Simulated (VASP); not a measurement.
# Os (P6/mmm) in VASP: further runs

Os is run at these levels: BLYP; tasks: single point.

All numbers are computed with VASP 6.6.1; they aren't measurements. Logs are shortened: lines on timing, memory, paths and dates and some standing lists are left out, and cuts for length are marked.

## (1) The cell of the first run

Symmetry: P6/mmm, No. 191, hexagonal system. Conventional cell: a = 4.440 Å, b = 4.440 Å, c = 2.804 Å, α = 90.00°, β = 90.00°, γ = 120.00°. Os (site symmetry 6/mmm) has 14 Os at 2.80 to 2.92 Å within 3.7 Å. Os (site symmetry -6m2) has 11 Os at 2.56 to 2.92 Å within 3.4 Å.

This isn't the form of Os at room conditions, which is hcp.

## (2) Single point, BLYP (15.96 Å³/atom)

The input, INCAR:

```
AGGAC = 1.0 ; AGGAX = 1.0
ALDAC = 0.0 ; ALDAX = 1.0
ALGO = Normal ; EDIFF = 1E-6
ENCUT = 520 ; GGA = B5
ISIF = 2 ; ISMEAR = -1
LASPH = T ; LCHARG = F
LREAL = F ; LWAVE = F
NBANDS = 19 ; NELM = 80
PREC = Accurate ; SIGMA = 0.1
```

The input, KPOINTS:

```
k-points
0
Gamma
  9 9 13
```

The input, POSCAR:

```
Os
1.0
    4.4402643220      0.0000000000      0.0000000000
   -2.2201321610      3.8453817023      0.0000000000
    0.0000000000      0.0000000000      2.8043234272
Os
3
Direct
    1.0000000000      1.0000000000      0.0000000000
    0.3333333333      0.6666666667      0.5000000000
    0.6666666667      0.3333333333      0.5000000000
```

Potentials or basis: VASP PAW PBE potentials, release 64 (Os).

On the command line:

```bash
cat potpaw_PBE.64/Os/POTCAR > POTCAR
mpirun -np 1 vasp_std > vasp.out
```

OUTCAR:

```text
EDIFF = 1E-6
   ENCUT = 520
   GGA = B5
   ISIF = 2
   ISMEAR = -1
   LASPH = T
   LREAL = F
   NELM = 80
   PREC = Accurate

 ion  position               nearest neighbor table
   1  0.000  0.000  0.000-   2 2.92   3 2.92   2 2.92   3 2.92   2 2.92   2 2.92   3 2.92   3 2.92
                             3 2.92   3 2.92   2 2.92   2 2.92
   2  0.333  0.667  0.500-   3 2.56   3 2.56   3 2.56   1 2.92   1 2.92   1 2.92   1 2.92   1 2.92
                             1 2.92
   3  0.667  0.333  0.500-   2 2.56   2 2.56   2 2.56   1 2.92   1 2.92   1 2.92   1 2.92   1 2.92
                             1 2.92

  LATTYP: Found a hexagonal cell.
 ALAT       =     4.4402643220
 C/A-ratio  =     0.6315667771

  Lattice vectors:

 A1 = (   4.4402643220,   0.0000000000,   0.0000000000)
 A2 = (  -2.2201321610,   3.8453817023,   0.0000000000)
 A3 = (   0.0000000000,   0.0000000000,   2.8043234272)

Analysis of symmetry for initial positions (statically):
=====================================================================
 Subroutine PRICEL returns:
 Original cell was already a primitive cell.

 Routine SETGRP: Setting up the symmetry group for a
 hexagonal supercell.

 Subroutine GETGRP returns: Found 24 space group operations
 (whereof 24 operations were pure point group operations)
 out of a pool of 24 trial point group operations.

The static configuration has the point symmetry D_6h.

Analysis of symmetry for dynamics (positions and initial velocities):
=====================================================================
 Subroutine PRICEL returns:
 Original cell was already a primitive cell.

 Routine SETGRP: Setting up the symmetry group for a
 hexagonal supercell.

 Subroutine GETGRP returns: Found 24 space group operations
 (whereof 24 operations were pure point group operations)
 out of a pool of 24 trial point group operations.

The dynamic configuration has the point symmetry D_6h.

 Subroutine INISYM returns: Found 24 space group operations
 (whereof 24 operations are pure point group operations),
 and found     1 'primitive' translations

----------------------------------------------------------------------------------------

[... 88 lines left out ...]
   ISPIN  =      1    spin polarized calculation?
   LNONCOLLINEAR =      F non collinear calculations
   LSORBIT =      F    spin-orbit coupling
   LASPH  =      T    aspherical Exc in radial PAW
   ENCUT  =  520.0 eV  38.22 Ry    6.18 a.u.   8.26  8.26  5.21*2*pi/ulx,y,z
   NELM   =     80;   NELMIN=  2; NELMDL= -5     # of ELM steps
   EDIFF  = 0.1E-05   stopping-criterion for ELM
   LREAL  =      F    real-space projection
   EDIFFG = 0.1E-04   stopping-criterion for IOM
   NSW    =      0    number of steps for IOM
   IBRION =     -1    ionic relax: 0-MD 1-quasi-New 2-CG
   NFREE  =      0    steps in history (QN), initial steepest desc. (CG)
   ISIF   =      2    stress and relaxation
   ISYM   =      2    0-nonsym 1-usesym 2-fastsym
   POTIM  = 0.5000    time-step for ionic-motion
   TEBEG  =    0.0;   TEEND  =   0.0 temperature during run
   PSTRESS=    0.0 pullay stress
   NELECT =      24.0000    total number of electrons
   NUPDOWN=      -1.0000    fix difference up-down
   EMIN   =  10.00;   EMAX   =-10.00  energy-range for DOS
   EFERMI =   0.00;   METHOD = LEGACY
   ISMEAR =    -1;   SIGMA  =   0.10  broadening in eV -4-tet -1-fermi 0-gaus
   EFERMI_NEDOS =   21; number of points for ismear=-14 and -15
   IALGO  =     38    algorithm
   IMIX   =      4    mixing-type and parameters
     AMIX     =   0.40;   BMIX     =  1.00
     AMIX_MAG =   1.60;   BMIX_MAG =  1.00
  volume/ion in A,a.u.               =      15.96       107.71
  Fermi-wavevector in a.u.,A,eV,Ry     =   1.300428  2.457453 23.009004  1.691114
  Thomas-Fermi vector in A             =   2.431628
   LORBIT       =      0    0 simple, 1 ext, 2 COOP (PROOUT), +10 PAW based schemes
   GGA     = B5    functional components
   LHFCALC =     F    Hartree Fock is set to
   AEXX    =    0.0000 exact exchange contribution
   IVDW    =     0    specifies the selected vdW correction
   LEPSILON=     F    determine dielectric tensor
   LRPA    =     F    only Hartree local field effects (RPA)
 non-spin polarized calculation
  energy-cutoff  :      520.00
  volume of cell :       47.88
 maximum number of plane-waves:      1337
 NGX is ok and might be reduce to    36
   NGX = 17   NGY = 17   NGZ = 11

 number of electron      24.0000002 magnetization

 Free energy of the ion-electron system (eV)
  ---------------------------------------------------
  ext. energy  EPLUGINS =         0.00000000
  ---------------------------------------------------
  free energy    TOTEN  =       -28.08743757 eV

  energy without entropy =      -27.99766444  energy(sigma->0) =      -28.04255100

 E-fermi :   8.3536     XC(G=0): -12.5875

 val. band max:        8.3496685822   @ k =   0.2222   0.0000   0.0769
 cond. band min:       8.3576507211   @ k =   0.2222   0.2222   0.3846
 fundamental gap:      0.0079821388
 Fermi energy:         8.3535709982

 k-point     1 :       0.0000    0.0000    0.0000
  band No.  band energies     occupation
      1      -1.4128      2.00000
      2       2.3065      2.00000
      3       4.5447      2.00000
      4       4.7640      2.00000
      5       4.7640      2.00000
      6       4.8229      2.00000
[... 505 lines left out ...]
      6       4.8077      2.00000
[... 11 lines left out ...]
     18      10.2680      0.00000
     19      20.0068      0.00000

 [... further k-points ...]

------------------------ aborting loop because EDIFF is reached ----------------------------------------

  FORCE on cell =-STRESS in cart. coord.  units (eV):
  Direction    XX          YY          ZZ          XY          YZ          ZX
  --------------------------------------------------------------------------------------
  -------------------------------------------------------------------------------------
  Total       -3.0949531     -3.0949531     -2.4905839      0.0000000      0.0000000      0.0000000
  in kB     -103.5591028   -103.5591028    -83.3365250      0.0000000      0.0000000      0.0000000
  external PRESSURE =     -96.8182436 kB  Pullay stress =       0.0000000 kB

 VOLUME and BASIS-vectors are now :
 -----------------------------------------------------------------------------
  energy-cutoff  :      520.00
  volume of cell :       47.88
      direct lattice vectors                 reciprocal lattice vectors
     4.440264322  0.000000000  0.000000000     0.225211818  0.130026104  0.000000000
    -2.220132161  3.845381702  0.000000000     0.000000000  0.260052207  0.000000000
     0.000000000  0.000000000  2.804323427     0.000000000  0.000000000  0.356592250

 POSITION                                       TOTAL-FORCE (eV/Angst)
 -----------------------------------------------------------------------------------
      0.00000      0.00000      0.00000         0.000000      0.000000      0.000000
     -0.00000      2.56359      1.40216        -0.000000      0.000000     -0.000000
      2.22013      1.28179      1.40216         0.000000     -0.000000      0.000000
 -----------------------------------------------------------------------------------
    total drift:                                0.000000      0.000000     -0.000000

  FREE ENERGIE OF THE ION-ELECTRON SYSTEM (eV)
  ---------------------------------------------------
  free  energy   TOTEN  =       -28.0874375708 eV

  energy  without entropy=      -27.9976644357  energy(sigma->0) =      -28.04255100
```

OSZICAR:

```text
N       E                     dE             d eps       ncg     rms          rms(c)
DAV:   1     0.170933585468E+03    0.17093E+03   -0.11150E+04  3248   0.118E+03
DAV:   2    -0.172461522975E+02   -0.18818E+03   -0.17797E+03  3260   0.398E+02
DAV:   3    -0.296317893710E+02   -0.12386E+02   -0.11569E+02  4002   0.781E+01
DAV:   4    -0.300111615380E+02   -0.37937E+00   -0.37590E+00  3619   0.150E+01
DAV:   5    -0.300153183662E+02   -0.41568E-02   -0.41552E-02  3639   0.137E+00    0.225E+01
DAV:   6    -0.284990919631E+02    0.15162E+01   -0.27949E+00  4026   0.120E+01    0.977E+00
DAV:   7    -0.287370738230E+02   -0.23798E+00   -0.53390E+00  4820   0.168E+01    0.635E+00
DAV:   8    -0.280935488883E+02    0.64352E+00   -0.29559E+00  4809   0.114E+01    0.587E-01
DAV:   9    -0.280886909913E+02    0.48579E-02   -0.78045E-02  3280   0.213E+00    0.276E-01
DAV:  10    -0.280876828093E+02    0.10082E-02   -0.16342E-03  3778   0.334E-01    0.172E-01
DAV:  11    -0.280874437357E+02    0.23907E-03   -0.47470E-04  3255   0.178E-01    0.309E-02
DAV:  12    -0.280874400587E+02    0.36770E-05   -0.23613E-05  3934   0.365E-02    0.130E-02
DAV:  13    -0.280874376389E+02    0.24198E-05   -0.45407E-06  3128   0.169E-02    0.332E-03
DAV:  14    -0.280874375708E+02    0.68110E-07   -0.18481E-07  1737   0.366E-03
   1 F= -.28087438E+02 E0= -.28042551E+02  d E =-.897731E-01
```

stdout:

```text
POSCAR found type information on POSCAR Os
 POSCAR found :  1 types and       3 ions
 scaLAPACK will be used
 -----------------------------------------------------------------------------
|                                                                             |
|                                                                             |
|     You enforced a specific xc type in the INCAR file but a different       |
|     I HOPE YOU KNOW WHAT YOU ARE DOING!                                     |
|                                                                             |
 -----------------------------------------------------------------------------

 LDA part: xc-table for (Slater(with rela. corr.)+VWN5), standard interpolation
 POSCAR, INCAR and KPOINTS ok, starting setup
 FFT: planning ... GRIDC
 FFT: planning ... GRID_SOFT
 FFT: planning ... GRID
 WAVECAR not read
 entering main loop
```

Run time: 2.6 min. Hardware: 1 thread of Intel Xeon 8259CL, shared host; peak memory 0.22 GiB.

Results:

| Quantity | Value |
| --- | --- |
| Free energy | -28.0874 eV |
| Pressure | -9.7 GPa |
| Band gap on the k mesh | zero (bands 12 and 13 overlap by 2.37 eV) |

Caveat: the cell stands under tension; the PAW data sets were made with another functional, which shifts forces and pressure a little; spin-orbit coupling is left out, which moves the levels of the heavy elements.

## (3) Single point, BLYP (16.57 Å³/atom)

This run uses another cell than the first one, of 16.57 Å³/atom.

The input, INCAR:

```
PREC = Accurate
ENCUT = 520
EDIFF = 1E-6
ISMEAR = -1
SIGMA = 0.1
LREAL = False
LASPH = True
NELM = 100
ALGO = Normal
ISIF = 2
LWAVE = False
LCHARG = False
GGA = B5
ALDAX = 1.0
AGGAX = 1.0
AGGAC = 1.0
ALDAC = 0.0
NBANDS = 19
```

The input, KPOINTS:

```
Automatic mesh
0
Gamma
  9 9 13
```

The input, POSCAR:

```
Os
1.0
    4.4964761668      0.0000000000      0.0000000000
   -2.2482380834      3.8940625880      0.0000000000
    0.0000000000      0.0000000000      2.8398249609
Os
3
Direct
    1.0000000000      1.0000000000      0.0000000000
    0.3333333333      0.6666666667      0.5000000000
    0.6666666667      0.3333333333      0.5000000000
```

Potentials or basis: VASP PAW PBE potentials, release 64 (Os).

On the command line:

```bash
cat potpaw_PBE.64/Os/POTCAR > POTCAR
mpirun -np 1 vasp_std > vasp.out
```

OUTCAR:

```text
PREC = Accurate
   ENCUT = 520
   EDIFF = 1E-6
   ISMEAR = -1
   LREAL = False
   LASPH = True
   NELM = 100
   ISIF = 2
   GGA = B5

 ion  position               nearest neighbor table
   1  0.000  0.000  0.000-   2 2.96   3 2.96   2 2.96   3 2.96   3 2.96   3 2.96   2 2.96   2 2.96
                             3 2.96   3 2.96   2 2.96   2 2.96
   2  0.333  0.667  0.500-   3 2.60   3 2.60   3 2.60   1 2.96   1 2.96   1 2.96   1 2.96   1 2.96
                             1 2.96
   3  0.667  0.333  0.500-   2 2.60   2 2.60   2 2.60   1 2.96   1 2.96   1 2.96   1 2.96   1 2.96
                             1 2.96

  LATTYP: Found a hexagonal cell.
 ALAT       =     4.4964761668
 C/A-ratio  =     0.6315667771

  Lattice vectors:

 A1 = (   4.4964761668,   0.0000000000,   0.0000000000)
 A2 = (  -2.2482380834,   3.8940625880,   0.0000000000)
 A3 = (   0.0000000000,   0.0000000000,   2.8398249609)

Analysis of symmetry for initial positions (statically):
=====================================================================
 Subroutine PRICEL returns:
 Original cell was already a primitive cell.

 Routine SETGRP: Setting up the symmetry group for a
 hexagonal supercell.

 Subroutine GETGRP returns: Found 24 space group operations
 (whereof 24 operations were pure point group operations)
 out of a pool of 24 trial point group operations.

The static configuration has the point symmetry D_6h.

Analysis of symmetry for dynamics (positions and initial velocities):
=====================================================================
 Subroutine PRICEL returns:
 Original cell was already a primitive cell.

 Routine SETGRP: Setting up the symmetry group for a
 hexagonal supercell.

 Subroutine GETGRP returns: Found 24 space group operations
 (whereof 24 operations were pure point group operations)
 out of a pool of 24 trial point group operations.
[... 118 lines left out ...]
   ISMEAR =    -1;   SIGMA  =   0.10  broadening in eV -4-tet -1-fermi 0-gaus
   EFERMI_NEDOS =   21; number of points for ismear=-14 and -15
   IALGO  =     38    algorithm
   IMIX   =      4    mixing-type and parameters
     AMIX     =   0.40;   BMIX     =  1.00
     AMIX_MAG =   1.60;   BMIX_MAG =  1.00
  volume/ion in A,a.u.               =      16.57       111.85
  Fermi-wavevector in a.u.,A,eV,Ry     =   1.284171  2.426732 22.437314  1.649096
  Thomas-Fermi vector in A             =   2.416381
   LORBIT       =      0    0 simple, 1 ext, 2 COOP (PROOUT), +10 PAW based schemes
   GGA     = B5    functional components
   LHFCALC =     F    Hartree Fock is set to
   AEXX    =    0.0000 exact exchange contribution
   IVDW    =     0    specifies the selected vdW correction
   LEPSILON=     F    determine dielectric tensor
   LRPA    =     F    only Hartree local field effects (RPA)
 non-spin polarized calculation
  energy-cutoff  :      520.00
  volume of cell :       49.72
 maximum number of plane-waves:      1368
 NGX is ok and might be reduce to    36
   NGX = 17   NGY = 17   NGZ = 11

 number of electron      24.0000003 magnetization

 Free energy of the ion-electron system (eV)
  ---------------------------------------------------
  ext. energy  EPLUGINS =         0.00000000
  ---------------------------------------------------
  free energy    TOTEN  =       -27.92117181 eV

  energy without entropy =      -27.82500629  energy(sigma->0) =      -27.87308905

 E-fermi :   7.8349     XC(G=0): -12.3811

 val. band max:        7.8304422148   @ k =   0.2222   0.0000   0.0769
 cond. band min:       7.8379659980   @ k =   0.3333   0.2222   0.1538
 fundamental gap:      0.0075237833
 Fermi energy:         7.8349174676

 k-point     1 :       0.0000    0.0000    0.0000
  band No.  band energies     occupation
      1      -1.6030      2.00000
      2       2.1122      2.00000
      3       4.2101      2.00000
      4       4.4222      2.00000
      5       4.4222      2.00000
      6       4.4886      2.00000
[... 505 lines left out ...]
      6       4.4796      2.00000
[... 11 lines left out ...]
     18       9.6338      0.00000
     19      19.1342      0.00000

 [... further k-points ...]

------------------------ aborting loop because EDIFF is reached ----------------------------------------

  FORCE on cell =-STRESS in cart. coord.  units (eV):
  Direction    XX          YY          ZZ          XY          YZ          ZX
  --------------------------------------------------------------------------------------
  -------------------------------------------------------------------------------------
  Total       -6.2652450     -6.2652450     -5.1836192      0.0000000      0.0000000     -0.0000000
  in kB     -201.8746762   -201.8746762   -167.0232302      0.0000000      0.0000000     -0.0000000
  external PRESSURE =    -190.2575275 kB  Pullay stress =       0.0000000 kB

 VOLUME and BASIS-vectors are now :
 -----------------------------------------------------------------------------
  energy-cutoff  :      520.00
  volume of cell :       49.72
      direct lattice vectors                 reciprocal lattice vectors
     4.496476167  0.000000000  0.000000000     0.222396375  0.128400607  0.000000000
    -2.248238083  3.894062588  0.000000000     0.000000000  0.256801214  0.000000000
     0.000000000  0.000000000  2.839824961     0.000000000  0.000000000  0.352134379

 POSITION                                       TOTAL-FORCE (eV/Angst)
 -----------------------------------------------------------------------------------
      0.00000      0.00000      0.00000         0.000000     -0.000000      0.000000
     -0.00000      2.59604      1.41991         0.000000     -0.000000      0.000000
      2.24824      1.29802      1.41991        -0.000000      0.000000      0.000000
 -----------------------------------------------------------------------------------
    total drift:                                0.000000      0.000000     -0.000000

  FREE ENERGIE OF THE ION-ELECTRON SYSTEM (eV)
  ---------------------------------------------------
  free  energy   TOTEN  =       -27.9211718113 eV

  energy  without entropy=      -27.8250062881  energy(sigma->0) =      -27.87308905
```

Wall time 1.7 min (1 thread of Intel Xeon 8259CL, shared host); peak memory 0.22 GiB.

What came out:

```
Free energy            : -27.9212 eV
Pressure               : -19.0 GPa
Band gap on the k mesh : zero (bands 12 and 13 overlap by 2.24 eV)
```

Levels at points of the mesh, in eV from the Fermi level:
```
           k point  band 8  band 9  band 10  band 11  band 12  band 13  band 14  band 15  band 16  band 17
(0.00, 0.00, 0.00)   -2.72   -1.99    -1.99    -1.33    -1.33    -1.25    -1.25     1.83     1.83     6.00
```

Caveat: the cell stands under tension; the PAW data sets were made with another functional, which shifts forces and pressure a little; spin-orbit coupling is left out, which moves the levels of the heavy elements.
